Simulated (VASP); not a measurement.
# Rh (P6_3/mmc) in VASP: a series of runs

Rh is run at these levels: LDA; tasks: single point.

All numbers are computed with VASP 6.6.1; they aren't measurements. Logs are shortened: lines on timing, memory, paths and dates and some standing lists are left out, and cuts for length are marked.

## 1. The cell of the first run

The structure is hexagonal, space group P6_3/mmc (No. 194). Conventional cell: a = 2.731 Å, b = 2.731 Å, c = 4.428 Å, α = 90.00°, β = 90.00°, γ = 120.00°. Within 3.6 Å of Rh (site symmetry -6m2) lie 12 Rh at 2.72 to 2.73 Å.

## 2. Single point, LDA, collinear spin, ferromagnetic start

Contents of INCAR:

```
SYSTEM = Rh
  PREC = Accurate
  ENCUT = 520
  EDIFF = 1E-7
  ISMEAR = -1
  SIGMA = 0.05
  LREAL = .FALSE.
  LASPH = .TRUE.
  NELM = 150
  ALGO = Normal
  ISIF = 2
  LWAVE = .FALSE.
  LCHARG = .TRUE.
  ISPIN = 2
  MAGMOM = 0.8 0.8
  LORBIT = 11
  NUPDOWN = 1.6
  LMAXMIX = 4
  LELF = .TRUE.
  LVHAR = .TRUE.
  NBANDS = 26
```

Contents of KPOINTS:

```
Automatic mesh
0
G
  16 16 9
  0 0 0
```

Contents of POSCAR:

```
Rh
1.0
    2.7309790422      0.0000000000      0.0000000000
   -1.3654895211      2.3650972278      0.0000000000
    0.0000000000      0.0000000000      4.4284890000
Rh
2
Direct
    0.6666666667      0.3333333333      0.7500000000
    0.3333333333      0.6666666667      0.2500000000
```

Potentials or basis: VASP PAW LDA potentials, release 64 (Rh_pv).

Run with:

```
$ cat potpaw_LDA.64/Rh_pv/POTCAR > POTCAR
$ mpirun -np 1 vasp_std > vasp.out
```

OUTCAR:

```text
SYSTEM = Rh
   PREC = Accurate
   ENCUT = 520
   EDIFF = 1E-7
   ISMEAR = -1
   LREAL = .FALSE.
   LASPH = .TRUE.
   NELM = 150
   ISIF = 2
   ISPIN = 2
   LORBIT = 11
   NUPDOWN = 1.6

 ion  position               nearest neighbor table
   1  0.667  0.333  0.750-   2 2.72   2 2.72   2 2.72   2 2.72   2 2.72   2 2.72
   2  0.333  0.667  0.250-   1 2.72   1 2.72   1 2.72   1 2.72   1 2.72   1 2.72

  LATTYP: Found a hexagonal cell.
 ALAT       =     2.7309790422
 C/A-ratio  =     1.6215756077

  Lattice vectors:

 A1 = (   2.7309790422,   0.0000000000,   0.0000000000)
 A2 = (  -1.3654895211,   2.3650972278,   0.0000000000)
 A3 = (   0.0000000000,   0.0000000000,   4.4284890000)

Analysis of symmetry for initial positions (statically):
=====================================================================
 Subroutine PRICEL returns:
 Original cell was already a primitive cell.

 Routine SETGRP: Setting up the symmetry group for a
 hexagonal supercell.

 Subroutine GETGRP returns: Found 24 space group operations
 (whereof 12 operations were pure point group operations)
 out of a pool of 24 trial point group operations.

The static configuration has the point symmetry D_3d.
 The point group associated with its full space group is D_6h.

Analysis of symmetry for dynamics (positions and initial velocities):
=====================================================================
 Subroutine PRICEL returns:
 Original cell was already a primitive cell.

 Routine SETGRP: Setting up the symmetry group for a
 hexagonal supercell.

 Subroutine GETGRP returns: Found 24 space group operations
 (whereof 12 operations were pure point group operations)
 out of a pool of 24 trial point group operations.

The dynamic configuration has the point symmetry D_3d.
 The point group associated with its full space group is D_6h.

Analysis of structural, dynamic, and magnetic symmetry:
=====================================================================
 Subroutine PRICEL returns:
 Original cell was already a primitive cell.

 Routine SETGRP: Setting up the symmetry group for a
 hexagonal supercell.

 Subroutine GETGRP returns: Found 24 space group operations
 (whereof 12 operations were pure point group operations)
 out of a pool of 24 trial point group operations.

The overall configuration has the point symmetry D_3d.
 The point group associated with its full space group is D_6h.

 Subroutine INISYM returns: Found 24 space group operations
 (whereof 12 operations are pure point group operations),
 and found     1 'primitive' translations

----------------------------------------------------------------------------------------

                                     Primitive cell

  volume of cell :      28.6037

  direct lattice vectors                    reciprocal lattice vectors
     2.730979042  0.000000000  0.000000000     0.366169049  0.211407799  0.000000000
    -1.365489521  2.365097228  0.000000000     0.000000000  0.422815599  0.000000000
     0.000000000  0.000000000  4.428489000     0.000000000  0.000000000  0.225810655

  length of vectors
     2.730979042  2.730979042  4.428489000     0.422815599  0.422815599  0.225810655

  position of ions in fractional coordinates (direct lattice)
     0.666666667  0.333333333  0.750000000
     0.333333333  0.666666667  0.250000000

  ion indices of the primitive-cell ions
   primitive index   ion index
                 1           1
                 2           2

----------------------------------------------------------------------------------------

 KPOINTS: Automatic mesh

Automatic generation of k-mesh.
 Grid dimensions read from file:
 generate k-points for:   16   16    9

 Generating k-lattice:

  Cartesian coordinates                     Fractional coordinates (reciprocal lattice)
     0.022885566  0.013212987  0.000000000     0.062500000  0.000000000  0.000000000
     0.000000000  0.026425975  0.000000000     0.000000000  0.062500000  0.000000000
     0.000000000  0.000000000  0.025090073     0.000000000  0.000000000  0.111111111

  Length of vectors
     0.026425975  0.026425975  0.025090073

  Shift w.r.t. Gamma in fractional coordinates (k-lattice)
     0.000000000  0.000000000  0.000000000

 Subroutine IBZKPT returns following result:
 ===========================================

 Found    150 irreducible k-points:

 Following reciprocal coordinates:
            Coordinates               Weight
  0.000000  0.000000  0.000000      1.000000
  0.062500  0.000000  0.000000      6.000000
  0.125000  0.000000  0.000000      6.000000
  0.187500  0.000000  0.000000      6.000000
  0.250000  0.000000  0.000000      6.000000
  0.312500  0.000000  0.000000      6.000000
[... 16 lines left out ...]
  0.187500  0.187500  0.000000      6.000000
  0.250000  0.187500  0.000000     12.000000
 [... further k-points ...]
   k-points           NKPTS =    150   k-points in BZ     NKDIM =    150   number of bands    NBANDS=     26
   number of dos      NEDOS =    301   number of ions     NIONS =      2
   total plane-waves  NPLWV =  14400
   dimension x,y,z NGX =    20 NGY =   20 NGZ =   36
   dimension x,y,z NGXF=    40 NGYF=   40 NGZF=   72
   ions per type =               2
   NGX,Y,Z   is equivalent  to a cutoff of  12.17, 12.17, 13.51 a.u.
   NGXF,Y,Z  is equivalent  to a cutoff of  24.35, 24.35, 27.03 a.u.
 SYSTEM =  Rh
   PREC   = accura    normal or accurate (medium, high low for compatibility)
   ISTART =      0    job   : 0-new  1-cont  2-samecut
   ICHARG =      2    charge: 1-file 2-atom 10-const
   ISPIN  =      2    spin polarized calculation?
   LNONCOLLINEAR =      F non collinear calculations
   LSORBIT =      F    spin-orbit coupling
   LASPH  =      T    aspherical Exc in radial PAW
   ENCUT  =  520.0 eV  38.22 Ry    6.18 a.u.   5.08  5.08  8.23*2*pi/ulx,y,z
   NELM   =    150;   NELMIN=  2; NELMDL= -5     # of ELM steps
   EDIFF  = 0.1E-06   stopping-criterion for ELM
   LREAL  =      F    real-space projection
   EDIFFG = 0.1E-05   stopping-criterion for IOM
   NSW    =      0    number of steps for IOM
   IBRION =     -1    ionic relax: 0-MD 1-quasi-New 2-CG
   NFREE  =      0    steps in history (QN), initial steepest desc. (CG)
   ISIF   =      2    stress and relaxation
   ISYM   =      2    0-nonsym 1-usesym 2-fastsym
   POTIM  = 0.5000    time-step for ionic-motion
   TEBEG  =    0.0;   TEEND  =   0.0 temperature during run
   PSTRESS=    0.0 pullay stress
   NELECT =      30.0000    total number of electrons
   NUPDOWN=       1.6000    fix difference up-down
   EMIN   =  10.00;   EMAX   =-10.00  energy-range for DOS
   EFERMI =   0.00;   METHOD = LEGACY
   ISMEAR =    -1;   SIGMA  =   0.05  broadening in eV -4-tet -1-fermi 0-gaus
   EFERMI_NEDOS =   21; number of points for ismear=-14 and -15
   IALGO  =     38    algorithm
   IMIX   =      4    mixing-type and parameters
     AMIX     =   0.40;   BMIX     =  1.00
     AMIX_MAG =   1.60;   BMIX_MAG =  1.00
  volume/ion in A,a.u.               =      14.30        96.51
  Fermi-wavevector in a.u.,A,eV,Ry     =   1.663314  3.143208 37.642066  2.766614
  Thomas-Fermi vector in A             =   2.750053
   LORBIT       =     11    0 simple, 1 ext, 2 COOP (PROOUT), +10 PAW based schemes
   GGA     = CA    functional components
   LHFCALC =     F    Hartree Fock is set to
   AEXX    =    0.0000 exact exchange contribution
   IVDW    =     0    specifies the selected vdW correction
   LEPSILON=     F    determine dielectric tensor
   LRPA    =     F    only Hartree local field effects (RPA)
 spin polarized calculation
  energy-cutoff  :      520.00
  volume of cell :       28.60
 maximum number of plane-waves:       785
   NGX = 11   NGY = 11   NGZ = 17

 number of electron      30.0000009 magnetization       1.6000001

 Free energy of the ion-electron system (eV)
  ---------------------------------------------------
  ext. energy  EPLUGINS =         0.00000000
  ---------------------------------------------------
  free energy    TOTEN  =       -17.00825796 eV

  energy without entropy =      -16.97811389  energy(sigma->0) =      -16.99318593

 E-fermi :  10.7686     XC(G=0): -14.0957

 val. band max:       11.2118487093   @ k =   0.4375  -0.0000   0.3333
 cond. band min:      10.7773917759   @ k =   0.3750   0.0625   0.3333
 fundamental gap:     -0.4344569334
 Fermi energy:        11.2149505535

 spin component 1

 k-point     1 :       0.0000    0.0000    0.0000
  band No.  band energies     occupation
      1     -35.9899      1.00000
      2     -35.4281      1.00000
      3     -35.4281      1.00000
      4     -35.3341      1.00000
      5     -35.3341      1.00000
      6     -35.3316      1.00000
[... 18 lines left out ...]
     25      33.0593      0.00000
     26      33.0593      0.00000
[... 644 lines left out ...]
      4     -35.5783      1.00000
      5     -35.4798      1.00000
      6     -35.4545      1.00000
[... 18 lines left out ...]
     25      30.1214      0.00000
     26      31.0816      0.00000

 [... further k-points ...]

 spin component 2

 k-point     1 :       0.0000    0.0000    0.0000
  band No.  band energies     occupation
      1     -35.4063      1.00000
      2     -34.8548      1.00000
      3     -34.8548      1.00000
      4     -34.7597      1.00000
      5     -34.7597      1.00000
      6     -34.7370      1.00000
[... 18 lines left out ...]
     25      33.3004      0.00000
     26      33.3004      0.00000
[... 644 lines left out ...]
      4     -35.0075      1.00000
      5     -34.9076      1.00000
      6     -34.8617      1.00000
[... 18 lines left out ...]
     25      30.3710      0.00000
     26      32.0362      0.00000

 [... further k-points ...]

------------------------ aborting loop because EDIFF is reached ----------------------------------------

  FORCE on cell =-STRESS in cart. coord.  units (eV):
  Direction    XX          YY          ZZ          XY          YZ          ZX
  --------------------------------------------------------------------------------------
  -------------------------------------------------------------------------------------
  Total       -2.5845188     -2.5845188     -2.9241450      0.0000000     -0.0000000      0.0000000
  in kB     -144.7662582   -144.7662582   -163.7896839      0.0000000     -0.0000000      0.0000000
  external PRESSURE =    -151.1074001 kB  Pullay stress =       0.0000000 kB

 VOLUME and BASIS-vectors are now :
 -----------------------------------------------------------------------------
  energy-cutoff  :      520.00
  volume of cell :       28.60
      direct lattice vectors                 reciprocal lattice vectors
     2.730979042  0.000000000  0.000000000     0.366169049  0.211407799  0.000000000
    -1.365489521  2.365097228  0.000000000     0.000000000  0.422815599  0.000000000
     0.000000000  0.000000000  4.428489000     0.000000000  0.000000000  0.225810655

 POSITION                                       TOTAL-FORCE (eV/Angst)
 -----------------------------------------------------------------------------------
      1.36549      0.78837      3.32137        -0.000000      0.000000      0.000000
     -0.00000      1.57673      1.10712         0.000000     -0.000000      0.000000
 -----------------------------------------------------------------------------------
    total drift:                               -0.000000      0.000000     -0.000000

  FREE ENERGIE OF THE ION-ELECTRON SYSTEM (eV)
  ---------------------------------------------------
  free  energy   TOTEN  =       -17.0082579598 eV

  energy  without entropy=      -16.9781138930  energy(sigma->0) =      -16.99318593

 total charge

# of ion       s       p       d       tot
------------------------------------------
    1        0.397   6.278   7.046  13.721
    2        0.397   6.278   7.046  13.721
--------------------------------------------------
tot          0.794  12.556  14.092  27.441

 magnetization (x)

# of ion       s       p       d       tot
------------------------------------------
    1        0.000   0.001   0.786   0.788
    2        0.000   0.001   0.786   0.788
--------------------------------------------------
tot          0.001   0.002   1.572   1.575
```

Wall time 2.1 min (1 thread of AMD EPYC 7R13 (Zen 3), shared host); peak memory 0.21 GiB.

Results:

```
Free energy                                           : -17.0083 eV
Pressure                                              : -15.1 GPa
Net moment                                            : 1.60 μB per cell
Site moments                                          : Rh +0.79 μB
Valence electrons inside the program's atomic spheres : Rh 13.72
```

Stress tensor (GPa, compression positive):
```
-14.48   0.00   0.00
  0.00 -14.48   0.00
  0.00   0.00 -16.38
```

Caveat: the total moment is fixed, so each spin has its own Fermi level.

## 3. Single point, LDA, collinear spin, ferromagnetic start

Contents of INCAR:

```
PREC = Accurate ; ENCUT = 520
EDIFF = 1E-6 ; ISMEAR = -1
SIGMA = 0.05 ; LREAL = False
LASPH = True ; NELM = 150
ALGO = Normal ; ISIF = 2
LWAVE = False ; LCHARG = False
ISPIN = 2 ; MAGMOM = 1.2 1.2
LORBIT = 11 ; NUPDOWN = 2.4
LMAXMIX = 4 ; NBANDS = 26
```

Contents of KPOINTS:

```
Automatic mesh
0
Gamma
  16 16 9
```

POSCAR is that of step 2.

Potentials or basis: VASP PAW LDA potentials, release 64 (Rh_pv).

Run with:

```
$ cat potpaw_LDA.64/Rh_pv/POTCAR > POTCAR
$ mpirun -np 1 vasp_std > vasp.out
```

OUTCAR:

```text
PREC = Accurate
   ENCUT = 520
   EDIFF = 1E-6
   ISMEAR = -1
   LREAL = False
   LASPH = True
   NELM = 150
   ISIF = 2
   ISPIN = 2
   LORBIT = 11
   NUPDOWN = 2.4

 ion  position               nearest neighbor table
   1  0.667  0.333  0.750-   2 2.72   2 2.72   2 2.72   2 2.72   2 2.72   2 2.72
   2  0.333  0.667  0.250-   1 2.72   1 2.72   1 2.72   1 2.72   1 2.72   1 2.72

  LATTYP: Found a hexagonal cell.
 ALAT       =     2.7309790422
 C/A-ratio  =     1.6215756077

  Lattice vectors:

 A1 = (   2.7309790422,   0.0000000000,   0.0000000000)
 A2 = (  -1.3654895211,   2.3650972278,   0.0000000000)
 A3 = (   0.0000000000,   0.0000000000,   4.4284890000)

Analysis of symmetry for initial positions (statically):
=====================================================================
 Subroutine PRICEL returns:
 Original cell was already a primitive cell.

 Routine SETGRP: Setting up the symmetry group for a
 hexagonal supercell.

 Subroutine GETGRP returns: Found 24 space group operations
 (whereof 12 operations were pure point group operations)
 out of a pool of 24 trial point group operations.

The static configuration has the point symmetry D_3d.
 The point group associated with its full space group is D_6h.

Analysis of symmetry for dynamics (positions and initial velocities):
=====================================================================
 Subroutine PRICEL returns:
 Original cell was already a primitive cell.

 Routine SETGRP: Setting up the symmetry group for a
 hexagonal supercell.

 Subroutine GETGRP returns: Found 24 space group operations
 (whereof 12 operations were pure point group operations)
 out of a pool of 24 trial point group operations.

The dynamic configuration has the point symmetry D_3d.
 The point group associated with its full space group is D_6h.

Analysis of structural, dynamic, and magnetic symmetry:
=====================================================================
[... 152 lines left out ...]
  ext. energy  EPLUGINS =         0.00000000
  ---------------------------------------------------
  free energy    TOTEN  =       -16.77792527 eV

  energy without entropy =      -16.75300298  energy(sigma->0) =      -16.76546412

 E-fermi :  10.5572     XC(G=0): -14.0893

 val. band max:       11.2905207093   @ k =   0.4375   0.0625   0.0000
 cond. band min:      10.5591993565   @ k =   0.4375   0.1250   0.4444
 fundamental gap:     -0.7313213528
 Fermi energy:        11.2979237797

 spin component 1

 k-point     1 :       0.0000    0.0000    0.0000
  band No.  band energies     occupation
      1     -36.0682      1.00000
      2     -35.5128      1.00000
      3     -35.5128      1.00000
      4     -35.4188      1.00000
      5     -35.4188      1.00000
      6     -35.4102      1.00000
[... 685 lines left out ...]
     25      30.0652      0.00000
     26      30.9458      0.00000

 [... further k-points ...]

 spin component 2

 k-point     1 :       0.0000    0.0000    0.0000
  band No.  band energies     occupation
      1     -35.2136      1.00000
      2     -34.6555      1.00000
      3     -34.6555      1.00000
      4     -34.5598      1.00000
      5     -34.5598      1.00000
      6     -34.5398      1.00000
[... 685 lines left out ...]
     25      30.4520      0.00000
     26      32.3610      0.00000

 [... further k-points ...]

------------------------ aborting loop because EDIFF is reached ----------------------------------------

  FORCE on cell =-STRESS in cart. coord.  units (eV):
  Direction    XX          YY          ZZ          XY          YZ          ZX
  --------------------------------------------------------------------------------------
  -------------------------------------------------------------------------------------
  Total       -1.7687885     -1.7687885     -2.0506619      0.0000000      0.0000000      0.0000000
  in kB      -99.0748811    -99.0748811   -114.8634132      0.0000000      0.0000000      0.0000000
  external PRESSURE =    -104.3377252 kB  Pullay stress =       0.0000000 kB

 VOLUME and BASIS-vectors are now :
 -----------------------------------------------------------------------------
  energy-cutoff  :      520.00
  volume of cell :       28.60
      direct lattice vectors                 reciprocal lattice vectors
     2.730979042  0.000000000  0.000000000     0.366169049  0.211407799  0.000000000
    -1.365489521  2.365097228  0.000000000     0.000000000  0.422815599  0.000000000
     0.000000000  0.000000000  4.428489000     0.000000000  0.000000000  0.225810655

 POSITION                                       TOTAL-FORCE (eV/Angst)
 -----------------------------------------------------------------------------------
      1.36549      0.78837      3.32137        -0.000000     -0.000000      0.000000
     -0.00000      1.57673      1.10712         0.000000      0.000000      0.000000
 -----------------------------------------------------------------------------------
    total drift:                               -0.000000      0.000000     -0.000000

  FREE ENERGIE OF THE ION-ELECTRON SYSTEM (eV)
  ---------------------------------------------------
  free  energy   TOTEN  =       -16.7779252655 eV

  energy  without entropy=      -16.7530029754  energy(sigma->0) =      -16.76546412

 total charge

# of ion       s       p       d       tot
------------------------------------------
    1        0.398   6.276   7.052  13.726
    2        0.398   6.276   7.052  13.726
--------------------------------------------------
tot          0.797  12.551  14.105  27.452

 magnetization (x)

# of ion       s       p       d       tot
------------------------------------------
    1        0.002   0.005   1.169   1.176
    2        0.002   0.005   1.169   1.176
--------------------------------------------------
tot          0.003   0.011   2.337   2.351
```

Run time: 1.8 min. Hardware: 1 thread of Oxide Virtual Turin-like, shared host; peak memory 0.21 GiB.

Results:

```yaml
Free_energy: -16.7779 eV
Pressure: -10.4 GPa
Net_moment: 2.40 μB per cell
Site_moments: Rh +1.18 μB
Valence_electrons_inside_the_program's_atomic_spheres: Rh 13.73
```

Caveat: the total moment is fixed, so each spin has its own Fermi level.
